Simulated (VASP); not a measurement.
# Hf3SiC (P6_3/mmc) in VASP: further runs

Hf3SiC is run at these levels: PBE; tasks: single point, relaxation of cell and atoms.

All numbers are computed with VASP 6.6.1; they aren't measurements. Logs are shortened: lines on timing, memory, paths and dates and some standing lists are left out, and cuts for length are marked.

### Step 1. The cell of the first run

It takes space group P6_3/mmc (No. 194, hexagonal). Conventional cell: a = 6.122 Å, b = 6.122 Å, c = 5.239 Å, α = 90.00°, β = 90.00°, γ = 120.00°. Within 2.9 Å of Hf (site symmetry mm2) lie 2 C at 2.21 Å. Within 4.0 Å of Si (site symmetry -6m2) lie 12 Hf at 3.06 to 3.15 Å and 6 C at 3.77 Å. C (site symmetry -3m) has 6 Hf at 2.21 Å and 2 C at 2.62 Å within 2.9 Å.

### Step 2. Single point, PBE

File INCAR:

```
SYSTEM = Hf3SiC
PREC = Accurate ; ENCUT = 520
EDIFF = 1E-6 ; ISMEAR = 0
SIGMA = 0.1 ; LREAL = .FALSE.
LASPH = .TRUE. ; NELM = 60
ALGO = Normal ; ISIF = 2
LWAVE = .FALSE. ; LCHARG = .FALSE.
GGA = PE ; NBANDS = 49
```

File KPOINTS:

```
Automatic mesh
0
G
  3 3 4
  0 0 0
```

File POSCAR:

```
Hf3SiC
1.0
    6.1218972685      0.0000000000      0.0000000000
   -3.0609486343      5.3017185539      0.0000000000
    0.0000000000      0.0000000000      5.2385875116
Hf Si C
6 2 2
Direct
    0.8315492026      0.6630984052      0.7500000000
    0.3369015948      0.1684507974      0.7500000000
    0.8315492026      0.1684507974      0.7500000000
    0.1684507974      0.3369015948      0.2500000000
    0.6630984052      0.8315492026      0.2500000000
    0.1684507974      0.8315492026      0.2500000000
    0.3333333333      0.6666666667      0.7500000000
    0.6666666667      0.3333333333      0.2500000000
    0.0000000000      0.0000000000      0.0000000000
    0.0000000000      0.0000000000      0.5000000000
```

Potentials or basis: VASP PAW PBE potentials, release 64 (Hf_pv, Si, C).

The run is started by

```bash
$ cat potpaw_PBE.64/Hf_pv/POTCAR potpaw_PBE.64/Si/POTCAR potpaw_PBE.64/C/POTCAR > POTCAR
$ mpirun -np 1 vasp_std > vasp.out
```

OUTCAR:

```text
SYSTEM = Hf3SiC
   PREC = Accurate
   ENCUT = 520
   EDIFF = 1E-6
   ISMEAR = 0
   LREAL = .FALSE.
   LASPH = .TRUE.
   NELM = 60
   ISIF = 2
   GGA = PE

 ion  position               nearest neighbor table
   1  0.832  0.663  0.750-   9 2.21  10 2.21   2 3.03   3 3.03   7 3.06   7 3.06   2 3.09   3 3.09
                             8 3.15   8 3.15   6 3.17   6 3.17   5 3.17   5 3.17
   2  0.337  0.168  0.750-   9 2.21  10 2.21   1 3.03   3 3.03   7 3.06   7 3.06   1 3.09   3 3.09
                             8 3.15   8 3.15   6 3.17   6 3.17   4 3.17   4 3.17
   3  0.832  0.168  0.750-   9 2.21  10 2.21   2 3.03   1 3.03   7 3.06   7 3.06   2 3.09   1 3.09
                             8 3.15   8 3.15   4 3.17   4 3.17   5 3.17   5 3.17
   4  0.168  0.337  0.250-   9 2.21  10 2.21   5 3.03   6 3.03   8 3.06   8 3.06   5 3.09   6 3.09
                             7 3.15   7 3.15   3 3.17   3 3.17   2 3.17   2 3.17
   5  0.663  0.832  0.250-   9 2.21  10 2.21   4 3.03   6 3.03   8 3.06   8 3.06   4 3.09   6 3.09
                             7 3.15   7 3.15   3 3.17   3 3.17   1 3.17   1 3.17
   6  0.168  0.832  0.250-   9 2.21  10 2.21   5 3.03   4 3.03   8 3.06   8 3.06   5 3.09   4 3.09
                             7 3.15   7 3.15   1 3.17   1 3.17   2 3.17   2 3.17
   7  0.333  0.667  0.750-   1 3.06   2 3.06   3 3.06   3 3.06   1 3.06   2 3.06   6 3.15   6 3.15
                             5 3.15   5 3.15   4 3.15   4 3.15
   8  0.667  0.333  0.250-   4 3.06   5 3.06   6 3.06   6 3.06   4 3.06   5 3.06   3 3.15   3 3.15
                             2 3.15   2 3.15   1 3.15   1 3.15
   9  0.000  0.000  0.000-   2 2.21   5 2.21   4 2.21   1 2.21   3 2.21   6 2.21
  10  0.000  0.000  0.500-   2 2.21   5 2.21   4 2.21   1 2.21   3 2.21   6 2.21

  LATTYP: Found a hexagonal cell.
 ALAT       =     6.1218972685
 C/A-ratio  =     0.8557130709

  Lattice vectors:

 A1 = (   6.1218972685,   0.0000000000,   0.0000000000)
 A2 = (  -3.0609486343,   5.3017185539,   0.0000000000)
 A3 = (   0.0000000000,   0.0000000000,   5.2385875116)

Analysis of symmetry for initial positions (statically):
=====================================================================
 Subroutine PRICEL returns:
 Original cell was already a primitive cell.

 Routine SETGRP: Setting up the symmetry group for a
 hexagonal supercell.

 Subroutine GETGRP returns: Found 24 space group operations
 (whereof 12 operations were pure point group operations)
 out of a pool of 24 trial point group operations.

The static configuration has the point symmetry D_3d.
 The point group associated with its full space group is D_6h.

Analysis of symmetry for dynamics (positions and initial velocities):
=====================================================================
 Subroutine PRICEL returns:
 Original cell was already a primitive cell.

 Routine SETGRP: Setting up the symmetry group for a
 hexagonal supercell.

 Subroutine GETGRP returns: Found 24 space group operations
 (whereof 12 operations were pure point group operations)
 out of a pool of 24 trial point group operations.

The dynamic configuration has the point symmetry D_3d.
 The point group associated with its full space group is D_6h.

 Subroutine INISYM returns: Found 24 space group operations
 (whereof 12 operations are pure point group operations),
 and found     1 'primitive' translations

----------------------------------------------------------------------------------------

                                     Primitive cell

  volume of cell :     170.0266

  direct lattice vectors                    reciprocal lattice vectors
     6.121897268  0.000000000  0.000000000     0.163348053  0.094309042  0.000000000
    -3.060948634  5.301718554  0.000000000     0.000000000  0.188618085  0.000000000
     0.000000000  0.000000000  5.238587512     0.000000000  0.000000000  0.190891151

  length of vectors
     6.121897268  6.121897269  5.238587512     0.188618085  0.188618085  0.190891151

  position of ions in fractional coordinates (direct lattice)
     0.831549203  0.663098405  0.750000000
     0.336901595  0.168450797  0.750000000
     0.831549203  0.168450797  0.750000000
     0.168450797  0.336901595  0.250000000
     0.663098405  0.831549203  0.250000000
     0.168450797  0.831549203  0.250000000
     0.333333333  0.666666667  0.750000000
     0.666666667  0.333333333  0.250000000
     0.000000000  0.000000000  0.000000000
     0.000000000  0.000000000  0.500000000

  ion indices of the primitive-cell ions
   primitive index   ion index
                 1           1
                 2           2
                 3           3
                 4           4
                 5           5
                 6           6
                 7           7
                 8           8
                 9           9
                10          10

----------------------------------------------------------------------------------------

 KPOINTS: Automatic mesh

Automatic generation of k-mesh.
 Grid dimensions read from file:
 generate k-points for:    3    3    4

 Generating k-lattice:

  Cartesian coordinates                     Fractional coordinates (reciprocal lattice)
     0.054449351  0.031436347  0.000000000     0.333333333 -0.000000000  0.000000000
     0.000000000  0.062872695  0.000000000     0.000000000  0.333333333  0.000000000
     0.000000000  0.000000000  0.047722788     0.000000000  0.000000000  0.250000000

  Length of vectors
     0.062872695  0.062872695  0.047722788

  Shift w.r.t. Gamma in fractional coordinates (k-lattice)
     0.000000000  0.000000000  0.000000000

 Subroutine IBZKPT returns following result:
 ===========================================

 Found      9 irreducible k-points:

 Following reciprocal coordinates:
            Coordinates               Weight
  0.000000  0.000000  0.000000      1.000000
  0.333333  0.000000  0.000000      6.000000
  0.333333  0.333333  0.000000      2.000000
  0.000000  0.000000  0.250000      2.000000
  0.333333  0.000000  0.250000     12.000000
  0.333333  0.333333  0.250000      4.000000
  0.000000  0.000000  0.500000      1.000000
  0.333333  0.000000  0.500000      6.000000
  0.333333  0.333333  0.500000      2.000000
   k-points           NKPTS =      9   k-points in BZ     NKDIM =      9   number of bands    NBANDS=     49
   number of dos      NEDOS =    301   number of ions     NIONS =     10
   total plane-waves  NPLWV =  92160
   dimension x,y,z NGX =    48 NGY =   48 NGZ =   40
   dimension x,y,z NGXF=    96 NGYF=   96 NGZF=   80
   ions per type =               6   2   2
   NGX,Y,Z   is equivalent  to a cutoff of  13.03, 13.03, 12.69 a.u.
   NGXF,Y,Z  is equivalent  to a cutoff of  26.07, 26.07, 25.39 a.u.
 SYSTEM =  Hf3SiC
   PREC   = accura    normal or accurate (medium, high low for compatibility)
   ISTART =      0    job   : 0-new  1-cont  2-samecut
   ICHARG =      2    charge: 1-file 2-atom 10-const
   ISPIN  =      1    spin polarized calculation?
   LNONCOLLINEAR =      F non collinear calculations
   LSORBIT =      F    spin-orbit coupling
   LASPH  =      T    aspherical Exc in radial PAW
   ENCUT  =  520.0 eV  38.22 Ry    6.18 a.u.  11.38 11.38  9.74*2*pi/ulx,y,z
   NELM   =     60;   NELMIN=  2; NELMDL= -5     # of ELM steps
   EDIFF  = 0.1E-05   stopping-criterion for ELM
   LREAL  =      F    real-space projection
   EDIFFG = 0.1E-04   stopping-criterion for IOM
   NSW    =      0    number of steps for IOM
   IBRION =     -1    ionic relax: 0-MD 1-quasi-New 2-CG
   NFREE  =      0    steps in history (QN), initial steepest desc. (CG)
   ISIF   =      2    stress and relaxation
   ISYM   =      2    0-nonsym 1-usesym 2-fastsym
   POTIM  = 0.5000    time-step for ionic-motion
   TEBEG  =    0.0;   TEEND  =   0.0 temperature during run
   PSTRESS=    0.0 pullay stress
   NELECT =      76.0000    total number of electrons
   NUPDOWN=      -1.0000    fix difference up-down
   EMIN   =  10.00;   EMAX   =-10.00  energy-range for DOS
   EFERMI =   0.00;   METHOD = LEGACY
   ISMEAR =     0;   SIGMA  =   0.10  broadening in eV -4-tet -1-fermi 0-gaus
   EFERMI_NEDOS =   21; number of points for ismear=-14 and -15
   IALGO  =     38    algorithm
   IMIX   =      4    mixing-type and parameters
     AMIX     =   0.40;   BMIX     =  1.00
     AMIX_MAG =   1.60;   BMIX_MAG =  1.00
  volume/ion in A,a.u.               =      17.00       114.74
  Fermi-wavevector in a.u.,A,eV,Ry     =   1.251720  2.365407 21.317635  1.566802
  Thomas-Fermi vector in A             =   2.385654
   LORBIT       =      0    0 simple, 1 ext, 2 COOP (PROOUT), +10 PAW based schemes
   GGA     = PE    functional components
   LHFCALC =     F    Hartree Fock is set to
   AEXX    =    0.0000 exact exchange contribution
   IVDW    =     0    specifies the selected vdW correction
   LEPSILON=     F    determine dielectric tensor
   LRPA    =     F    only Hartree local field effects (RPA)
 non-spin polarized calculation
 Gauss-broadening in eV      SIGMA  =   0.10
  energy-cutoff  :      520.00
  volume of cell :      170.03
 maximum number of plane-waves:      4604
 NGX is ok and might be reduce to    48
   NGX = 23   NGY = 23   NGZ = 19

 number of electron      75.9999994 magnetization

 Free energy of the ion-electron system (eV)
  ---------------------------------------------------
  ext. energy  EPLUGINS =         0.00000000
  ---------------------------------------------------
  free energy    TOTEN  =       -93.41147398 eV

  energy without entropy =      -93.37668425  energy(sigma->0) =      -93.39407911

 E-fermi :   6.4952     XC(G=0): -11.4791

 val. band max:        6.4210835419   @ k =   0.0000   0.0000   0.0000
 cond. band min:       6.5181725020   @ k =   0.3333   0.0000   0.2500
 fundamental gap:      0.0970889601
 Fermi energy:         6.4952310011

 k-point     1 :       0.0000    0.0000    0.0000
  band No.  band energies     occupation
      1     -24.8352      2.00000
      2     -24.6809      2.00000
      3     -24.6341      2.00000
      4     -24.5397      2.00000
      5     -24.5397      2.00000
      6     -24.5001      2.00000
[... 41 lines left out ...]
     48       9.2454      0.00000
     49       9.2693      0.00000

 k-point     2 :       0.3333    0.0000    0.0000
  band No.  band energies     occupation
      1     -24.6899      2.00000
      2     -24.6454      2.00000
      3     -24.5544      2.00000
      4     -24.4937      2.00000
      5     -24.4654      2.00000
      6     -24.4324      2.00000
[... 41 lines left out ...]
     48       9.0148      0.00000
     49       9.4961      0.00000

 k-point     3 :       0.3333    0.3333    0.0000
  band No.  band energies     occupation
      1     -24.6229      2.00000
      2     -24.5532      2.00000
      3     -24.4553      2.00000
      4     -24.4553      2.00000
      5     -24.4293      2.00000
      6     -24.4293      2.00000
[... 41 lines left out ...]
     48       9.1856      0.00000
     49       9.7542      0.00000

 k-point     4 :       0.0000    0.0000    0.2500
  band No.  band energies     occupation
      1     -24.8214      2.00000
      2     -24.7362      2.00000
      3     -24.5972      2.00000
      4     -24.5972      2.00000
      5     -24.5450      2.00000
      6     -24.5450      2.00000
[... 197 lines left out ...]
     48       9.2776      0.00000
     49       9.6311      0.00000

 k-point     8 :       0.3333    0.0000    0.5000
  band No.  band energies     occupation
      1     -24.6763      2.00000
      2     -24.6763      2.00000
      3     -24.5633      2.00000
      4     -24.5633      2.00000
      5     -24.5159      2.00000
      6     -24.5159      2.00000
[... 41 lines left out ...]
     48       8.6049      0.00000
     49       9.7226      0.00000

 k-point     9 :       0.3333    0.3333    0.5000
  band No.  band energies     occupation
      1     -24.5637      2.00000
      2     -24.5637      2.00000
      3     -24.5333      2.00000
      4     -24.5333      2.00000
      5     -24.5111      2.00000
      6     -24.5111      2.00000
[... 41 lines left out ...]
     48       8.8400      0.00000
     49       8.9014      0.00000

------------------------ aborting loop because EDIFF is reached ----------------------------------------

  FORCE on cell =-STRESS in cart. coord.  units (eV):
  Direction    XX          YY          ZZ          XY          YZ          ZX
  --------------------------------------------------------------------------------------
  -------------------------------------------------------------------------------------
  Total       -0.3083800     -0.3083800     -0.4530762      0.0000000     -0.0000000      0.0000000
  in kB       -2.9058943     -2.9058943     -4.2693810      0.0000000     -0.0000000      0.0000000
  external PRESSURE =      -3.3603899 kB  Pullay stress =       0.0000000 kB

 VOLUME and BASIS-vectors are now :
 -----------------------------------------------------------------------------
  energy-cutoff  :      520.00
  volume of cell :      170.03
      direct lattice vectors                 reciprocal lattice vectors
     6.121897268  0.000000000  0.000000000     0.163348053  0.094309042  0.000000000
    -3.060948634  5.301718554  0.000000000     0.000000000  0.188618085  0.000000000
     0.000000000  0.000000000  5.238587512     0.000000000  0.000000000  0.190891151

 POSITION                                       TOTAL-FORCE (eV/Angst)
 -----------------------------------------------------------------------------------
      3.06095      3.51556      3.92894        -0.000000      0.077072     -0.000000
      1.54686      0.89308      3.92894        -0.066746     -0.038536      0.000000
      4.57504      0.89308      3.92894         0.066746     -0.038536      0.000000
     -0.00000      1.78616      1.30965         0.000000     -0.077072      0.000000
      1.51409      4.40864      1.30965         0.066746      0.038536     -0.000000
     -1.51409      4.40864      1.30965        -0.066746      0.038536     -0.000000
     -0.00000      3.53448      3.92894         0.000000      0.000000      0.000000
      3.06095      1.76724      1.30965        -0.000000      0.000000      0.000000
      0.00000      0.00000      0.00000        -0.000000      0.000000      0.000000
      0.00000      0.00000      2.61929         0.000000      0.000000      0.000000
 -----------------------------------------------------------------------------------
    total drift:                               -0.000000      0.000000     -0.000000

  FREE ENERGIE OF THE ION-ELECTRON SYSTEM (eV)
  ---------------------------------------------------
  free  energy   TOTEN  =       -93.4114739758 eV

  energy  without entropy=      -93.3766842541  energy(sigma->0) =      -93.39407911
```

Wall time 38 s (1 thread of Intel Xeon 6975P-C (Granite Rapids), shared host); peak memory 0.3 GiB.

Results:

```
Free energy            : -93.4115 eV
Pressure               : -0.3 GPa
Largest force          : 0.077 eV/Å
Band gap on the k mesh : zero (bands 38 and 39 overlap by 0.31 eV)
```

Forces in eV/Å, atoms in the order of the input:
```
Hf   0.000  0.077  0.000
Hf  -0.067 -0.039  0.000
Hf   0.067 -0.039  0.000
Hf   0.000 -0.077  0.000
Hf   0.067  0.039  0.000
Hf  -0.067  0.039  0.000
Si   0.000  0.000  0.000
Si   0.000  0.000  0.000
C    0.000  0.000  0.000
C    0.000  0.000  0.000
```

Levels at points of the mesh, in eV from the Fermi level:
| k point | band 35 | band 36 | band 37 | band 38 | band 39 | band 40 | band 41 | band 42 |
| --- | --- | --- | --- | --- | --- | --- | --- | --- |
| (0.00, 0.00, 0.00) | -1.71 | -1.34 | -0.79 | -0.79 | -0.07 | 0.69 | 0.89 | 0.89 |
| (0.00, 0.00, 0.50) | -0.90 | -0.90 | -0.90 | -0.90 | 0.20 | 0.20 | 0.20 | 0.20 |

Caveat: the k points lie up to 0.40 Å⁻¹ apart; spin-orbit coupling is left out, which moves the levels of the heavy elements.

### Step 3. Single point, PBE

This run uses another cell than the first one, of 19.47 Å³/atom.

File INCAR:

```
SYSTEM = Hf3SiC
ALGO = Normal
EDIFF = 1E-6
ENCUT = 520
GGA = PE
ISIF = 2
ISMEAR = 0
LASPH = .True.
LCHARG = .False.
LREAL = .False.
LWAVE = .False.
NBANDS = 49
NELM = 100
PREC = Accurate
SIGMA = 0.1
```

File KPOINTS:

```
k-points
0
Gamma
  3 3 4
  0 0 0
```

File POSCAR:

```
Hf3SiC
1.0
    6.4439100000      0.0000000000      0.0000000000
   -3.2219550000      5.5805897600      0.0000000000
    0.0000000000      0.0000000000      5.4128844000
Hf Si C
6 2 2
Direct
    0.8333333300      0.6666666700      0.7500000000
    0.3333333300      0.1666666700      0.7500000000
    0.8333333300      0.1666666700      0.7500000000
    0.1666666700      0.3333333300      0.2500000000
    0.6666666700      0.8333333300      0.2500000000
    0.1666666700      0.8333333300      0.2500000000
    0.3333333300      0.6666666700      0.7500000000
    0.6666666700      0.3333333300      0.2500000000
    0.0000000000      0.0000000000      0.0000000000
    0.0000000000      0.0000000000      0.5000000000
```

Potentials or basis: VASP PAW PBE potentials, release 64 (Hf_pv, Si, C).

The run is started by

```bash
$ cat potpaw_PBE.64/Hf_pv/POTCAR potpaw_PBE.64/Si/POTCAR potpaw_PBE.64/C/POTCAR > POTCAR
$ mpirun -np 1 vasp_std > vasp.out
```

Wall time 51 s (1 thread of Intel Xeon 6975P-C (Granite Rapids), shared host); peak memory 0.32 GiB.

It converged, with:

```
Free energy            : -92.0792 eV
Pressure               : -15.4 GPa
Largest force          : 0.623 eV/Å
Band gap on the k mesh : zero (bands 38 and 39 overlap by 0.36 eV)
```

Forces on the atoms (eV/Å):
```
Hf   0.000  0.623  0.000
Hf  -0.539 -0.311  0.000
Hf   0.539 -0.311  0.000
Hf   0.000 -0.623  0.000
Hf   0.539  0.311  0.000
Hf  -0.539  0.311  0.000
Si   0.000  0.000  0.000
Si   0.000  0.000  0.000
C    0.000  0.000  0.000
C    0.000  0.000  0.000
```

Stress tensor (GPa, compression positive):
```
-16.75   0.00   0.00
  0.00 -16.75   0.00
  0.00   0.00 -12.69
```

Levels at points of the mesh, in eV from the Fermi level:
```csv
k point,band 34,band 35,band 36,band 37,band 38,band 39,band 40,band 41,band 42,band 43
"(0.00, 0.00, 0.00)",-1.31,-1.31,-1.14,-0.69,-0.69,-0.33,0.70,0.73,0.84,0.87
"(0.00, 0.00, 0.50)",-2.32,-0.63,-0.63,-0.63,-0.63,0.17,0.17,0.17,0.17,0.65
```

Caveat: the k points lie up to 0.38 Å⁻¹ apart; spin-orbit coupling is left out, which moves the levels of the heavy elements.

(Continued in part 2 of 2.)
